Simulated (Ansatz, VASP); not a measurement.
## SnO2: VASP beside Ansatz

```xyz
3
Lattice="1.6171 0.9336 4.8006 -1.6171 0.9336 4.8006 0.0000 -1.8673 4.8006" Properties=species:S:1:pos:R:3 pbc="T T T"
Sn    0.0000    0.0000    7.2009
O     0.0000    0.0000    3.4157
O     0.0000    0.0000   10.9861
```

Alike in both runs: task single point; functional PBEsol; k mesh 6 × 6 × 6; no spin polarisation.

|  | VASP | Ansatz |
| --- | --- | --- |
| version | VASP 6.6.1 | Ansatz 0.2.0 |
| potentials or method | VASP PAW PBE potentials, release 64 (Sn_d, O), cutoff 600 eV | plane waves, PAW |
| occupations | fermi-dirac, width 0.1 eV | fermi-dirac |
| valence electrons in the cell | 26 | 26 |

```csv
,VASP,Ansatz,Ansatz less VASP
pressure (GPa),-4.7,-5.2,-0.44
"traceless stress, the component that is largest in VASP (GPa)",1.03,1.39,+0.367
```

VASP's potentials were made for PBE, not for PBEsol. Ansatz's warnings: stress scf threshold loose.
